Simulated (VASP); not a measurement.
# AgCl (Fm-3m) in VASP: notebook

AgCl is run at these levels: HSE06, PBE; tasks: single point.

Program: VASP 6.6.1. These are calculated values, not measurements. Logs are shortened: lines on timing, memory, paths and dates and some standing lists are left out, and cuts for length are marked.

## 1. The cell of the first run

The structure is cubic, space group Fm-3m (No. 225). Conventional cell: a = 5.470 Å, b = 5.470 Å, c = 5.470 Å, α = 90.00°, β = 90.00°, γ = 90.00°. Ag (site symmetry m-3m) has 6 Cl at 2.73 Å within 3.6 Å. Within 3.6 Å of Cl (site symmetry m-3m) lie 6 Ag at 2.73 Å.

## 2. Single point, HSE06, spin-orbit coupling, no magnetisation

The input, POSCAR:

```
AgCl
1.0
    0.0000000000      2.7350000000      2.7350000000
    2.7350000000      0.0000000000      2.7350000000
    2.7350000000      2.7350000000      0.0000000000
Ag Cl
1 1
Direct
    0.0000000000      0.0000000000      0.0000000000
    0.5000000000      0.5000000000      0.5000000000
```

The input, INCAR.step1:

```
SYSTEM = AgCl
PREC = Accurate
ENCUT = 520
EDIFF = 1E-5
ISMEAR = 0
SIGMA = 0.02
LREAL = .False.
LASPH = .True.
NELM = 60
ALGO = Normal
ISIF = 2
LWAVE = .True.
LCHARG = .False.
MAGMOM = 0 0 0 0 0 0
LORBIT = 11
LSORBIT = .True.
GGA_COMPAT = .False.
LMAXMIX = 4
NBANDS = 30
GGA = PE
KPAR = 4
```

The input, INCAR.step2:

```
SYSTEM = AgCl
PREC = Accurate
ENCUT = 520
EDIFF = 1E-7
ISMEAR = 0
SIGMA = 0.02
LREAL = .False.
LASPH = .True.
NELM = 60
ALGO = Normal
ISIF = 2
LWAVE = .False.
LCHARG = .False.
MAGMOM = 0 0 0 0 0 0
LORBIT = 11
LSORBIT = .True.
GGA_COMPAT = .False.
LMAXMIX = 4
GGA = PE
LHFCALC = .True.
HFSCREEN = 0.2
PRECFOCK = Fast
NBANDS = 30
ISTART = 1
KPAR = 4
```

The input, KPOINTS:

```
regular mesh
0
Gamma
  6 6 6
  0 0 0
```

Potentials or basis: VASP PAW PBE potentials, release 64 (Ag, Cl).

Launch:

```
$ cat potpaw_PBE.64/Ag/POTCAR potpaw_PBE.64/Cl/POTCAR > POTCAR
$ cp INCAR.step1 INCAR
$ mpirun -np 4 vasp_ncl > vasp.out
$ cp INCAR.step2 INCAR
$ mpirun -np 4 vasp_ncl > vasp.out
```

OUTCAR:

```text
SYSTEM = AgCl
   PREC = Accurate
   ENCUT = 520
   EDIFF = 1E-7
   ISMEAR = 0
   LREAL = .False.
   LASPH = .True.
   NELM = 60
   ISIF = 2
   LORBIT = 11
   LSORBIT = .True.
   GGA = PE
   LHFCALC = .True.
   HFSCREEN = 0.2
   PRECFOCK = Fast
   ISTART = 1

 ion  position               nearest neighbor table
   1  0.000  0.000  0.000-   2 2.73   2 2.73   2 2.73   2 2.73   2 2.73   2 2.73
   2  0.500  0.500  0.500-   1 2.73   1 2.73   1 2.73   1 2.73   1 2.73   1 2.73

  LATTYP: Found a face centered cubic cell.
 ALAT       =     5.4700000000

  Lattice vectors:

 A1 = (   0.0000000000,   2.7350000000,   2.7350000000)
 A2 = (   2.7350000000,   0.0000000000,   2.7350000000)
 A3 = (   2.7350000000,   2.7350000000,   0.0000000000)

Analysis of symmetry for initial positions (statically):
=====================================================================
 Subroutine PRICEL returns:
 Original cell was already a primitive cell.

 Routine SETGRP: Setting up the symmetry group for a
 face centered cubic supercell.

 Subroutine GETGRP returns: Found 48 space group operations
 (whereof 48 operations were pure point group operations)
 out of a pool of 48 trial point group operations.

The static configuration has the point symmetry O_h .

Analysis of symmetry for dynamics (positions and initial velocities):
=====================================================================
 Subroutine PRICEL returns:
 Original cell was already a primitive cell.

 Routine SETGRP: Setting up the symmetry group for a
 face centered cubic supercell.

 Subroutine GETGRP returns: Found 48 space group operations
 (whereof 48 operations were pure point group operations)
 out of a pool of 48 trial point group operations.

The dynamic configuration has the point symmetry O_h .

Analysis of structural, dynamic, and magnetic symmetry:
=====================================================================
 Subroutine PRICEL returns:
 Original cell was already a primitive cell.

 Routine SETGRP: Setting up the symmetry group for a
 face centered cubic supercell.

 Subroutine GETGRP returns: Found 48 space group operations
 (whereof 48 operations were pure point group operations)
 out of a pool of 48 trial point group operations.

The overall configuration has the point symmetry O_h .

 Subroutine INISYM returns: Found 48 space group operations
 (whereof 48 operations are pure point group operations),
 and found     1 'primitive' translations

----------------------------------------------------------------------------------------

                                     Primitive cell

  volume of cell :      40.9168

  direct lattice vectors                    reciprocal lattice vectors
     0.000000000  2.735000000  2.735000000    -0.182815356  0.182815356  0.182815356
     2.735000000  0.000000000  2.735000000     0.182815356 -0.182815356  0.182815356
     2.735000000  2.735000000  0.000000000     0.182815356  0.182815356 -0.182815356

  length of vectors
     3.867874093  3.867874093  3.867874093     0.316645486  0.316645486  0.316645486

  position of ions in fractional coordinates (direct lattice)
     0.000000000  0.000000000  0.000000000
     0.500000000  0.500000000  0.500000000

  ion indices of the primitive-cell ions
   primitive index   ion index
                 1           1
                 2           2

----------------------------------------------------------------------------------------

 KPOINTS: regular mesh

Automatic generation of k-mesh.
 Grid dimensions read from file:
 generate k-points for:    6    6    6

 Generating k-lattice:
[... 78 lines left out ...]
   GGA     = PE    functional components
   LHFCALC =     T    Hartree Fock is set to
   PRECFOCK=fast      Normal, Fast or Accurate (Low or Medium for compatibility)
   ENCUT4O =  -1.0   cutoff for four orbital integrals eV
   NKREDX  =     1    reduce k-point grid by
   NKREDY  =     1    reduce k-point grid by
   NKREDZ  =     1    reduce k-point grid by
   AEXX    =    0.2500 exact exchange contribution
   HFSCREEN=    0.2000 screening length (either q_TF or 0.3 A-1)
   HFSCREENC=   0.2000 screening length for correlation (either q_TF or 0.3 A-1)
   ENCUTFOCK=  -1.0 apply spherical cutoff to Coloumb kernel
   IVDW    =     0    specifies the selected vdW correction
   LEPSILON=     F    determine dielectric tensor
   LRPA    =     F    only Hartree local field effects (RPA)
 Gauss-broadening in eV      SIGMA  =   0.02
  energy-cutoff  :      520.00
  volume of cell :       40.92
 maximum number of plane-waves:      2226
 NGX is ok and might be reduce to    30
  NGX = 18; NGY = 18; NGZ = 18

 number of electron      18.0000002 magnetization      -0.0000000     -0.0000000     -0.0000000

 number of electron      18.0000002 magnetization       0.0000000      0.0000000      0.0000000

 number of electron      18.0000002 magnetization      -0.0000000     -0.0000000      0.0000000

 number of electron      18.0000002 magnetization       0.0000000      0.0000000     -0.0000000

 Free energy of the ion-electron system (eV)
  ---------------------------------------------------
  ext. energy  EPLUGINS =         0.00000000
  ---------------------------------------------------
  free energy    TOTEN  =        -6.65019845 eV

  energy without entropy =       -6.65019845  energy(sigma->0) =       -6.65019845

 E-fermi :   3.4863     XC(G=0):  -8.3720

 val. band max:        3.3570020626   @ k =   0.5000   0.0000   0.0000
 cond. band min:       5.7213015374   @ k =   0.0000   0.0000   0.0000
 fundamental gap:      2.3642994749
 Fermi energy:         3.4862576929

 k-point     1 :       0.0000    0.0000    0.0000
  band No.  band energies     occupation
      1     -13.2729      1.00000
      2     -13.2729      1.00000
      3      -0.0473      1.00000
      4      -0.0473      1.00000
      5      -0.0473      1.00000
      6      -0.0473      1.00000
[... 517 lines left out ...]
     29      19.6027      0.00000
     30      19.6027      0.00000

------------------------ aborting loop because EDIFF is reached ----------------------------------------

  FORCE on cell =-STRESS in cart. coord.  units (eV):
  Direction    XX          YY          ZZ          XY          YZ          ZX
  --------------------------------------------------------------------------------------
  -------------------------------------------------------------------------------------
  Total        0.8795817      0.8795817      0.8795817      0.0000000      0.0000000     -0.0000000
  in kB       34.4417175     34.4417175     34.4417175      0.0000000      0.0000000     -0.0000000
  external PRESSURE =      34.4417175 kB  Pullay stress =       0.0000000 kB

 VOLUME and BASIS-vectors are now :
 -----------------------------------------------------------------------------
  energy-cutoff  :      520.00
  volume of cell :       40.92
      direct lattice vectors                 reciprocal lattice vectors
     0.000000000  2.735000000  2.735000000    -0.182815356  0.182815356  0.182815356
     2.735000000  0.000000000  2.735000000     0.182815356 -0.182815356  0.182815356
     2.735000000  2.735000000  0.000000000     0.182815356  0.182815356 -0.182815356

 POSITION                                       TOTAL-FORCE (eV/Angst)
 -----------------------------------------------------------------------------------
      0.00000      0.00000      0.00000         0.000000      0.000000      0.000000
      2.73500      2.73500      2.73500        -0.000000     -0.000000     -0.000000
 -----------------------------------------------------------------------------------
    total drift:                               -0.000118     -0.000196      0.000060

  FREE ENERGIE OF THE ION-ELECTRON SYSTEM (eV)
  ---------------------------------------------------
  free  energy   TOTEN  =        -6.6501984453 eV

  energy  without entropy=       -6.6501984453  energy(sigma->0) =       -6.65019845

 Spin-Orbit-Coupling matrix elements

 Ion:    1  E_soc:     -0.0360619
 l=   1
     0.0000000    -0.0007509    -0.0007509
    -0.0007509     0.0000000    -0.0007509
    -0.0007509    -0.0007509     0.0000000
 l=   2
     0.0000000    -0.0010839     0.0000000    -0.0010839    -0.0041754
    -0.0010839     0.0000000    -0.0031316    -0.0010839    -0.0010439
     0.0000000    -0.0031316     0.0000000    -0.0031316     0.0000000
    -0.0010839    -0.0010839    -0.0031316     0.0000000    -0.0010439
    -0.0041754    -0.0010439     0.0000000    -0.0010439     0.0000000
 l=   3
     0.0000000     0.0000000     0.0000000     0.0000000     0.0000000     0.0000000     0.0000000
     0.0000000     0.0000000     0.0000000     0.0000000     0.0000000     0.0000000     0.0000000
     0.0000000     0.0000000     0.0000000     0.0000000     0.0000000     0.0000000     0.0000000
     0.0000000     0.0000000     0.0000000     0.0000000     0.0000000     0.0000000     0.0000000
     0.0000000     0.0000000     0.0000000     0.0000000     0.0000000     0.0000000     0.0000000
     0.0000000     0.0000000     0.0000000     0.0000000     0.0000000     0.0000000     0.0000000
     0.0000000     0.0000000     0.0000000     0.0000000     0.0000000     0.0000000     0.0000000

 Ion:    2  E_soc:     -0.0032900
 l=   1
     0.0000000    -0.0005483    -0.0005483
    -0.0005483     0.0000000    -0.0005483
    -0.0005483    -0.0005483     0.0000000
 l=   2
     0.0000000     0.0000000     0.0000000     0.0000000     0.0000000
     0.0000000     0.0000000     0.0000000     0.0000000     0.0000000
     0.0000000     0.0000000     0.0000000     0.0000000     0.0000000
     0.0000000     0.0000000     0.0000000     0.0000000     0.0000000
     0.0000000     0.0000000     0.0000000     0.0000000     0.0000000
 l=   3
     0.0000000     0.0000000     0.0000000     0.0000000     0.0000000     0.0000000     0.0000000
     0.0000000     0.0000000     0.0000000     0.0000000     0.0000000     0.0000000     0.0000000
     0.0000000     0.0000000     0.0000000     0.0000000     0.0000000     0.0000000     0.0000000
     0.0000000     0.0000000     0.0000000     0.0000000     0.0000000     0.0000000     0.0000000
     0.0000000     0.0000000     0.0000000     0.0000000     0.0000000     0.0000000     0.0000000
     0.0000000     0.0000000     0.0000000     0.0000000     0.0000000     0.0000000     0.0000000
     0.0000000     0.0000000     0.0000000     0.0000000     0.0000000     0.0000000     0.0000000

 total charge

# of ion       s       p       d       tot
------------------------------------------
    1        0.188   0.145   9.439   9.773
    2        1.593   3.522   0.000   5.116
--------------------------------------------------
tot          1.782   3.668   9.439  14.888

 magnetization (x)

# of ion       s       p       d       tot
------------------------------------------
    1        0.000   0.000  -0.000  -0.000
    2        0.000   0.000   0.000   0.000
--------------------------------------------------
tot          0.000   0.000  -0.000   0.000

 magnetization (y)

# of ion       s       p       d       tot
------------------------------------------
    1        0.000   0.000  -0.000  -0.000
    2        0.000   0.000   0.000   0.000
--------------------------------------------------
tot          0.000   0.000  -0.000   0.000

 magnetization (z)

# of ion       s       p       d       tot
------------------------------------------
    1        0.000   0.000  -0.000  -0.000
    2       -0.000   0.000   0.000   0.000
--------------------------------------------------
tot         -0.000   0.000  -0.000  -0.000
```

Wall time 15 min (4 MPI ranks of AMD EPYC 9R14 (Zen 4), shared host); peak memory 0.36 GiB.

Results:

```yaml
Free_energy: -6.6502 eV
Pressure: 3.4 GPa
Valence_electrons_inside_the_program's_atomic_spheres: Ag 9.77; Cl 5.12
```

Caveat: the cell stands under pressure; the PAW data sets were made with another functional, which shifts forces and pressure a little.

## 3. Single point, PBE

This run uses another cell than the first one, of 21.28 Å³/atom.

The input, INCAR:

```
SYSTEM = AgCl
ALGO     = Normal         ! electronic algorithm
EDIFF    = 1E-6           ! SCF threshold, eV
ENCUT    = 520            ! plane-wave cutoff, eV
GGA      = PE             ! functional
ISIF     = 2              ! what is computed and relaxed
ISMEAR   = -1             ! smearing method
LASPH    = .True.         ! aspherical terms in the spheres
LCHARG   = .False.        ! write CHGCAR
LREAL    = .False.        ! projectors in reciprocal space
LWAVE    = .False.        ! write WAVECAR
NBANDS   = 16             ! bands
NELM     = 80             ! most SCF steps
PREC     = Accurate       ! precision mode
SIGMA    = 0.05           ! smearing width, eV
```

The input, KPOINTS:

```
k-points
0
Gamma
  8 8 8
  0 0 0
```

The input, POSCAR:

```
AgCl
1.0
    0.0000000000      2.7709909694      2.7709909694
    2.7709909694      0.0000000000      2.7709909694
    2.7709909694      2.7709909694      0.0000000000
Ag Cl
1 1
Direct
    0.0000000000      0.0000000000      0.0000000000
    0.5000000000      0.5000000000      0.5000000000
```

Potentials or basis: VASP PAW PBE potentials, release 64 (Ag, Cl).

Launch:

```
$ cat potpaw_PBE.64/Ag/POTCAR potpaw_PBE.64/Cl/POTCAR > POTCAR
$ mpirun -np 1 vasp_std > vasp.out
```

OUTCAR:

```text
SYSTEM = AgCl
   EDIFF = 1E-6
   ENCUT = 520
   GGA = PE
   ISIF = 2
   ISMEAR = -1
   LASPH = .True.
   LREAL = .False.
   NELM = 80
   PREC = Accurate

 ion  position               nearest neighbor table
   1  0.000  0.000  0.000-   2 2.77   2 2.77   2 2.77   2 2.77   2 2.77   2 2.77
   2  0.500  0.500  0.500-   1 2.77   1 2.77   1 2.77   1 2.77   1 2.77   1 2.77

  LATTYP: Found a face centered cubic cell.
 ALAT       =     5.5419819388

  Lattice vectors:

[... 644 lines left out ...]

  FORCE on cell =-STRESS in cart. coord.  units (eV):
  Direction    XX          YY          ZZ          XY          YZ          ZX
  --------------------------------------------------------------------------------------
  -------------------------------------------------------------------------------------
  Total        0.4212616      0.4212616      0.4212616     -0.0000000      0.0000000     -0.0000000
  in kB       15.8608735     15.8608735     15.8608735     -0.0000000      0.0000000     -0.0000000
  external PRESSURE =      15.8608735 kB  Pullay stress =       0.0000000 kB

 VOLUME and BASIS-vectors are now :
 -----------------------------------------------------------------------------
  energy-cutoff  :      520.00
  volume of cell :       42.55
      direct lattice vectors                 reciprocal lattice vectors
     0.000000000  2.770990969  2.770990969    -0.180440862  0.180440862  0.180440862
     2.770990969  0.000000000  2.770990969     0.180440862 -0.180440862  0.180440862
     2.770990969  2.770990969  0.000000000     0.180440862  0.180440862 -0.180440862

 POSITION                                       TOTAL-FORCE (eV/Angst)
 -----------------------------------------------------------------------------------
      0.00000      0.00000      0.00000        -0.000000     -0.000000      0.000000
      2.77099      2.77099      2.77099         0.000000      0.000000     -0.000000
 -----------------------------------------------------------------------------------
    total drift:                               -0.000000      0.000000      0.000000

  FREE ENERGIE OF THE ION-ELECTRON SYSTEM (eV)
  ---------------------------------------------------
  free  energy   TOTEN  =        -5.3934174667 eV

  energy  without entropy=       -5.3934152643  energy(sigma->0) =       -5.39341637
```

OSZICAR:

```text
N       E                     dE             d eps       ncg     rms          rms(c)
DAV:   1     0.991363978077E+02    0.99136E+02   -0.88517E+03   952   0.102E+03
DAV:   2    -0.188000765148E+01   -0.10102E+03   -0.93231E+02  1160   0.220E+02
DAV:   3    -0.555027258987E+01   -0.36703E+01   -0.36619E+01  1136   0.438E+01
DAV:   4    -0.557591968894E+01   -0.25647E-01   -0.25644E-01  1232   0.398E+00
DAV:   5    -0.557626916314E+01   -0.34947E-03   -0.34947E-03  1104   0.455E-01    0.620E+00
DAV:   6    -0.539790796145E+01    0.17836E+00   -0.24489E-01  1184   0.642E+00    0.402E+00
DAV:   7    -0.539395086678E+01    0.39571E-02   -0.95755E-02  1104   0.205E+00    0.198E+00
DAV:   8    -0.539327263528E+01    0.67823E-03   -0.46138E-03  1096   0.701E-01    0.310E-01
DAV:   9    -0.539334896837E+01   -0.76333E-04   -0.50214E-04  1160   0.278E-01    0.380E-02
DAV:  10    -0.539341325478E+01   -0.64286E-04   -0.90544E-05  1120   0.844E-02    0.288E-02
DAV:  11    -0.539341736490E+01   -0.41101E-05   -0.48488E-06  1120   0.156E-02    0.367E-03
DAV:  12    -0.539341746673E+01   -0.10183E-06   -0.48963E-07   728   0.557E-03
   1 F= -.53934175E+01 E0= -.53934164E+01  d E =-.220243E-05
```

stdout:

```text
POSCAR found type information on POSCAR AgCl
 POSCAR found :  2 types and       2 ions
 scaLAPACK will be used
 LDA part: xc-table for (Slater+PW92), standard interpolation
 POSCAR, INCAR and KPOINTS ok, starting setup
 FFT: planning ... GRIDC
 FFT: planning ... GRID_SOFT
 FFT: planning ... GRID
 WAVECAR not read
 entering main loop
```

Run time: 25 s. Hardware: 1 thread of Intel Xeon 8259CL, shared host; peak memory 0.18 GiB.

Results:

```
Free energy            : -5.3934 eV
Pressure               : 1.6 GPa
Band gap on the k mesh : 0.91 eV (least direct gap 3.19 eV)
```

A k mesh can miss the band edges. As with any semilocal functional, this PBE gap is likely too small.
